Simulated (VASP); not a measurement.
A run of VASP 6.6.1 is set up as follows.

The input INCAR:

```
SYSTEM = Tl
ALGO     = Normal         ! electronic algorithm
EDIFF    = 1E-6           ! SCF threshold, eV
EDIFFG   = -0.002         ! ionic threshold
ENCUT    = 600            ! plane-wave cutoff, eV
GGA      = PS             ! functional
IBRION   = 2              ! ionic algorithm
ISIF     = 3              ! what is computed and relaxed
ISMEAR   = -1             ! smearing method
LASPH    = .TRUE.         ! aspherical terms in the spheres
LCHARG   = .FALSE.        ! write CHGCAR
LREAL    = .FALSE.        ! projectors in reciprocal space
LWAVE    = .FALSE.        ! write WAVECAR
NELM     = 100            ! most SCF steps
NSW      = 100            ! ionic steps
PREC     = Accurate       ! precision mode
PSTRESS  = 70.0         
SIGMA    = 0.1            ! smearing width, eV
```

File KPOINTS:

```
k-points
0
G
  16 16 10
  0 0 0
```

File POSCAR:

```
Tl
1.0
    3.4679873162      0.0000000000      0.0000000000
   -1.7339936581      3.0033651158      0.0000000000
    0.0000000000      0.0000000000      5.4929975338
Tl
2
Direct
    0.3333333333      0.6666666667      0.2500000000
    0.6666666667      0.3333333333      0.7500000000
```

Potentials or basis: VASP PAW PBE potentials, release 64 (Tl_d).

Run with:

```sh
$ cat potpaw_PBE.64/Tl_d/POTCAR > POTCAR
$ mpirun -np 1 vasp_std > vasp.out
```

(1) What does it give for the relaxed cell?

(2) Estimate the band gap on the k mesh.

Results:

(1) a = 3.303 Å, b = 3.303 Å, c = 5.298 Å, α = 90.00°, β = 90.00°, γ = 120.00°.

(2) zero (band 13 reaches 11.90 eV, above the bottom of band 14 at 5.13 eV).

Caveat: the cell is relaxed towards a set pressure, so the enthalpy falls and the energy may rise; spin-orbit coupling is left out, which moves the levels of the heavy elements.
